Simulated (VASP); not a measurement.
# Rh (P6_3/mmc) in VASP: further runs

The runs below take Rh through single point, with RPBE.

Program: VASP 6.6.1. These are calculated values, not measurements. Logs are shortened: lines on timing, memory, paths and dates and some standing lists are left out, and cuts for length are marked.

## 1. The cell of the first run

It takes space group P6_3/mmc (No. 194, hexagonal). The conventional cell has a = 2.743 Å, b = 2.743 Å, c = 4.418 Å, α = 90.00°, β = 90.00°, γ = 120.00°. Rh (site symmetry -6m2) has 12 Rh at 2.72 to 2.74 Å within 3.6 Å.

## 2. Single point, RPBE

Input file INCAR:

```
SYSTEM = Rh
PREC = Accurate ; ENCUT = 520
EDIFF = 1E-6 ; ISMEAR = -1
SIGMA = 0.1 ; LREAL = .False.
LASPH = .True. ; NELM = 80
ALGO = Normal ; ISIF = 2
LWAVE = .False. ; LCHARG = .False.
GGA = RP ; NBANDS = 22
```

Input file KPOINTS:

```
Automatic mesh
0
Gamma
  13 13 7
  0 0 0
```

Input file POSCAR:

```
Rh
1.0
    2.7428929278      0.0000000000      0.0000000000
   -1.3714464639      2.3754149554      0.0000000000
    0.0000000000      0.0000000000      4.4183311592
Rh
2
Direct
    0.3333333333      0.6666666667      0.2500000000
    0.6666666667      0.3333333333      0.7500000000
```

Potentials or basis: VASP PAW PBE potentials, release 64 (Rh_pv).

Run with:

```
cat potpaw_PBE.64/Rh_pv/POTCAR > POTCAR
mpirun -np 1 vasp_std > vasp.out
```

OUTCAR:

```text
SYSTEM = Rh
   PREC = Accurate
   ENCUT = 520
   EDIFF = 1E-6
   ISMEAR = -1
   LREAL = .False.
   LASPH = .True.
   NELM = 80
   ISIF = 2
   GGA = RP

 ion  position               nearest neighbor table
   1  0.333  0.667  0.250-   2 2.72   2 2.72   2 2.72   2 2.72   2 2.72   2 2.72
   2  0.667  0.333  0.750-   1 2.72   1 2.72   1 2.72   1 2.72   1 2.72   1 2.72

  LATTYP: Found a hexagonal cell.
 ALAT       =     2.7428929278
 C/A-ratio  =     1.6108288860

  Lattice vectors:

 A1 = (   2.7428929278,   0.0000000000,   0.0000000000)
 A2 = (  -1.3714464639,   2.3754149554,   0.0000000000)
 A3 = (   0.0000000000,   0.0000000000,   4.4183311592)

Analysis of symmetry for initial positions (statically):
=====================================================================
 Subroutine PRICEL returns:
 Original cell was already a primitive cell.

 Routine SETGRP: Setting up the symmetry group for a
 hexagonal supercell.

 Subroutine GETGRP returns: Found 24 space group operations
 (whereof 12 operations were pure point group operations)
 out of a pool of 24 trial point group operations.

The static configuration has the point symmetry D_3d.
 The point group associated with its full space group is D_6h.

Analysis of symmetry for dynamics (positions and initial velocities):
=====================================================================
 Subroutine PRICEL returns:
 Original cell was already a primitive cell.

 Routine SETGRP: Setting up the symmetry group for a
 hexagonal supercell.

 Subroutine GETGRP returns: Found 24 space group operations
 (whereof 12 operations were pure point group operations)
 out of a pool of 24 trial point group operations.

The dynamic configuration has the point symmetry D_3d.
 The point group associated with its full space group is D_6h.

 Subroutine INISYM returns: Found 24 space group operations
 (whereof 12 operations are pure point group operations),
 and found     1 'primitive' translations

----------------------------------------------------------------------------------------

                                     Primitive cell

  volume of cell :      28.7877

  direct lattice vectors                    reciprocal lattice vectors
     2.742892928  0.000000000  0.000000000     0.364578577  0.210489539  0.000000000
    -1.371446464  2.375414955  0.000000000     0.000000000  0.420979079  0.000000000
     0.000000000  0.000000000  4.418331159     0.000000000  0.000000000  0.226329798

  length of vectors
     2.742892928  2.742892928  4.418331159     0.420979079  0.420979079  0.226329798

  position of ions in fractional coordinates (direct lattice)
     0.333333333  0.666666667  0.250000000
     0.666666667  0.333333333  0.750000000

  ion indices of the primitive-cell ions
   primitive index   ion index
                 1           1
                 2           2

----------------------------------------------------------------------------------------

 KPOINTS: Automatic mesh

Automatic generation of k-mesh.
 Grid dimensions read from file:
 generate k-points for:   13   13    7

 Generating k-lattice:

  Cartesian coordinates                     Fractional coordinates (reciprocal lattice)
     0.028044506  0.016191503  0.000000000     0.076923077  0.000000000  0.000000000
     0.000000000  0.032383006  0.000000000     0.000000000  0.076923077  0.000000000
     0.000000000  0.000000000  0.032332828     0.000000000  0.000000000  0.142857143

  Length of vectors
     0.032383006  0.032383006  0.032332828

  Shift w.r.t. Gamma in fractional coordinates (k-lattice)
     0.000000000  0.000000000  0.000000000

 Subroutine IBZKPT returns following result:
 ===========================================

 Found     84 irreducible k-points:

 Following reciprocal coordinates:
            Coordinates               Weight
  0.000000  0.000000  0.000000      1.000000
  0.076923  0.000000  0.000000      6.000000
  0.153846 -0.000000  0.000000      6.000000
  0.230769  0.000000  0.000000      6.000000
  0.307692 -0.000000  0.000000      6.000000
  0.384615  0.000000  0.000000      6.000000
[... 16 lines left out ...]
  0.076923  0.000000  0.142857     12.000000
  0.153846 -0.000000  0.142857     12.000000
 [... further k-points ...]
   k-points           NKPTS =     84   k-points in BZ     NKDIM =     84   number of bands    NBANDS=     22
   number of dos      NEDOS =    301   number of ions     NIONS =      2
   total plane-waves  NPLWV =  14400
   dimension x,y,z NGX =    20 NGY =   20 NGZ =   36
   dimension x,y,z NGXF=    40 NGYF=   40 NGZF=   72
   ions per type =               2
   NGX,Y,Z   is equivalent  to a cutoff of  12.12, 12.12, 13.55 a.u.
   NGXF,Y,Z  is equivalent  to a cutoff of  24.24, 24.24, 27.09 a.u.
 SYSTEM =  Rh
   PREC   = accura    normal or accurate (medium, high low for compatibility)
   ISTART =      0    job   : 0-new  1-cont  2-samecut
   ICHARG =      2    charge: 1-file 2-atom 10-const
   ISPIN  =      1    spin polarized calculation?
   LNONCOLLINEAR =      F non collinear calculations
   LSORBIT =      F    spin-orbit coupling
   LASPH  =      T    aspherical Exc in radial PAW
   ENCUT  =  520.0 eV  38.22 Ry    6.18 a.u.   5.10  5.10  8.22*2*pi/ulx,y,z
   NELM   =     80;   NELMIN=  2; NELMDL= -5     # of ELM steps
   EDIFF  = 0.1E-05   stopping-criterion for ELM
   LREAL  =      F    real-space projection
   EDIFFG = 0.1E-04   stopping-criterion for IOM
   NSW    =      0    number of steps for IOM
   IBRION =     -1    ionic relax: 0-MD 1-quasi-New 2-CG
   NFREE  =      0    steps in history (QN), initial steepest desc. (CG)
   ISIF   =      2    stress and relaxation
   ISYM   =      2    0-nonsym 1-usesym 2-fastsym
   POTIM  = 0.5000    time-step for ionic-motion
   TEBEG  =    0.0;   TEEND  =   0.0 temperature during run
   PSTRESS=    0.0 pullay stress
   NELECT =      30.0000    total number of electrons
   NUPDOWN=      -1.0000    fix difference up-down
   EMIN   =  10.00;   EMAX   =-10.00  energy-range for DOS
   EFERMI =   0.00;   METHOD = LEGACY
   ISMEAR =    -1;   SIGMA  =   0.10  broadening in eV -4-tet -1-fermi 0-gaus
   EFERMI_NEDOS =   21; number of points for ismear=-14 and -15
   IALGO  =     38    algorithm
   IMIX   =      4    mixing-type and parameters
     AMIX     =   0.40;   BMIX     =  1.00
     AMIX_MAG =   1.60;   BMIX_MAG =  1.00
  volume/ion in A,a.u.               =      14.39        97.13
  Fermi-wavevector in a.u.,A,eV,Ry     =   1.659764  3.136499 37.481561  2.754817
  Thomas-Fermi vector in A             =   2.747117
   LORBIT       =      0    0 simple, 1 ext, 2 COOP (PROOUT), +10 PAW based schemes
   GGA     = RP    functional components
   LHFCALC =     F    Hartree Fock is set to
   AEXX    =    0.0000 exact exchange contribution
   IVDW    =     0    specifies the selected vdW correction
   LEPSILON=     F    determine dielectric tensor
   LRPA    =     F    only Hartree local field effects (RPA)
 non-spin polarized calculation
  energy-cutoff  :      520.00
  volume of cell :       28.79
 maximum number of plane-waves:       786
   NGX = 11   NGY = 11   NGZ = 17

 number of electron      30.0000009 magnetization

 Free energy of the ion-electron system (eV)
  ---------------------------------------------------
  ext. energy  EPLUGINS =         0.00000000
  ---------------------------------------------------
  free energy    TOTEN  =       -13.21866531 eV

  energy without entropy =      -13.09726637  energy(sigma->0) =      -13.15796584

 E-fermi :  11.2610     XC(G=0): -13.6344

 val. band max:       11.2596794850   @ k =   0.3846   0.1538   0.0000
 cond. band min:      11.2616739151   @ k =   0.3846   0.0000   0.2857
 fundamental gap:      0.0019944301
 Fermi energy:        11.2610218704

 k-point     1 :       0.0000    0.0000    0.0000
  band No.  band energies     occupation
      1     -35.7649      2.00000
      2     -35.1976      2.00000
      3     -35.1976      2.00000
      4     -35.1201      2.00000
      5     -35.1035      2.00000
      6     -35.1035      2.00000
[... 14 lines left out ...]
     21      29.4012      0.00000
     22      29.9049      0.00000

 k-point     2 :       0.0769    0.0000    0.0000
  band No.  band energies     occupation
      1     -35.7532      2.00000
      2     -35.2236      2.00000
      3     -35.2062      2.00000
      4     -35.1305      2.00000
      5     -35.1251      2.00000
      6     -35.1076      2.00000
[... 14 lines left out ...]
     21      29.6177      0.00000
     22      29.9824      0.00000

 k-point     3 :       0.1538   -0.0000    0.0000
  band No.  band energies     occupation
      1     -35.7195      2.00000
      2     -35.2957      2.00000
      3     -35.2294      2.00000
      4     -35.2046      2.00000
      5     -35.1403      2.00000
      6     -35.1195      2.00000
[... 14 lines left out ...]
     21      29.5966      0.00000
     22      30.0384      0.00000

 k-point     4 :       0.2308    0.0000    0.0000
  band No.  band energies     occupation
      1     -35.6680      2.00000
      2     -35.3977      2.00000
      3     -35.3069      2.00000
      4     -35.2611      2.00000
      5     -35.1657      2.00000
      6     -35.1371      2.00000
[... 14 lines left out ...]
     21      28.2688      0.00000
     22      28.8603      0.00000

 k-point     5 :       0.3077   -0.0000    0.0000
  band No.  band energies     occupation
      1     -35.6054      2.00000
      2     -35.5062      2.00000
      3     -35.4127      2.00000
      4     -35.2938      2.00000
      5     -35.2005      2.00000
      6     -35.1566      2.00000
[... 14 lines left out ...]
     21      26.4764      0.00000
     22      27.4318      0.00000

 k-point     6 :       0.3846    0.0000    0.0000
  band No.  band energies     occupation
      1     -35.5962      2.00000
      2     -35.5420      2.00000
      3     -35.4986      2.00000
      4     -35.3203      2.00000
      5     -35.2408      2.00000
      6     -35.1731      2.00000
[... 14 lines left out ...]
     21      25.0379      0.00000
     22      26.2622      0.00000

 k-point     7 :       0.4615    0.0000    0.0000
  band No.  band energies     occupation
      1     -35.6470      2.00000
      2     -35.5463      2.00000
      3     -35.4960      2.00000
      4     -35.3351      2.00000
      5     -35.2738      2.00000
      6     -35.1826      2.00000
[... 324 lines left out ...]
      6     -35.3134      2.00000
[... 14 lines left out ...]
     21      23.7118      0.00000
     22      25.5358      0.00000

 k-point    21 :       0.3077    0.3077    0.0000
  band No.  band energies     occupation
      1     -35.5684      2.00000
      2     -35.4866      2.00000
      3     -35.4511      2.00000
      4     -35.4081      2.00000
      5     -35.3552      2.00000
      6     -35.3465      2.00000
[... 14 lines left out ...]
     21      24.3758      0.00000
     22      26.1918      0.00000

 k-point    22 :       0.0000    0.0000    0.1429
  band No.  band energies     occupation
      1     -35.7339      2.00000
      2     -35.1930      2.00000
      3     -35.1930      2.00000
      4     -35.1530      2.00000
      5     -35.1081      2.00000
      6     -35.1081      2.00000
[... 14 lines left out ...]
     21      29.4029      0.00000
     22      29.9356      0.00000

 k-point    23 :       0.0769    0.0000    0.1429
  band No.  band energies     occupation
      1     -35.7237      2.00000
      2     -35.2184      2.00000
      3     -35.2013      2.00000
      4     -35.1685      2.00000
      5     -35.1237      2.00000
      6     -35.1125      2.00000
[... 14 lines left out ...]
     21      29.5242      0.00000
     22      30.0790      0.00000

 k-point    24 :       0.1538   -0.0000    0.1429
  band No.  band energies     occupation
      1     -35.6948      2.00000
      2     -35.2884      2.00000
      3     -35.2311      2.00000
      4     -35.2240      2.00000
      5     -35.1472      2.00000
      6     -35.1250      2.00000
[... 14 lines left out ...]
     21      29.1752      0.00000
     22      29.7707      0.00000

 [... further k-points ...]

------------------------ aborting loop because EDIFF is reached ----------------------------------------

  FORCE on cell =-STRESS in cart. coord.  units (eV):
  Direction    XX          YY          ZZ          XY          YZ          ZX
  --------------------------------------------------------------------------------------
  -------------------------------------------------------------------------------------
  Total        0.0146145      0.0146145      0.0205072      0.0000000     -0.0000000     -0.0000000
  in kB        0.8133718      0.8133718      1.1413281      0.0000000     -0.0000000     -0.0000000
  external PRESSURE =       0.9226906 kB  Pullay stress =       0.0000000 kB

 VOLUME and BASIS-vectors are now :
 -----------------------------------------------------------------------------
  energy-cutoff  :      520.00
  volume of cell :       28.79
      direct lattice vectors                 reciprocal lattice vectors
     2.742892928  0.000000000  0.000000000     0.364578577  0.210489539  0.000000000
    -1.371446464  2.375414955  0.000000000     0.000000000  0.420979079  0.000000000
     0.000000000  0.000000000  4.418331159     0.000000000  0.000000000  0.226329798

 POSITION                                       TOTAL-FORCE (eV/Angst)
 -----------------------------------------------------------------------------------
     -0.00000      1.58361      1.10458         0.000000     -0.000000      0.000000
      1.37145      0.79180      3.31375        -0.000000      0.000000      0.000000
 -----------------------------------------------------------------------------------
    total drift:                               -0.000000      0.000000     -0.000000

  FREE ENERGIE OF THE ION-ELECTRON SYSTEM (eV)
  ---------------------------------------------------
  free  energy   TOTEN  =       -13.2186653090 eV

  energy  without entropy=      -13.0972663719  energy(sigma->0) =      -13.15796584
```

Run time: 15 s. Hardware: 1 thread of Intel Xeon 6975P-C (Granite Rapids), shared host; peak memory 0.16 GiB.

What came out:

* Free energy: -13.2187 eV
* Pressure: 0.1 GPa
* Band gap on the k mesh: zero (band 15 reaches 11.84 eV, above the bottom of band 16 at 9.69 eV)

Caveat: the PAW data sets were made with another functional, which shifts forces and pressure a little.

[end of part 1 of 2]
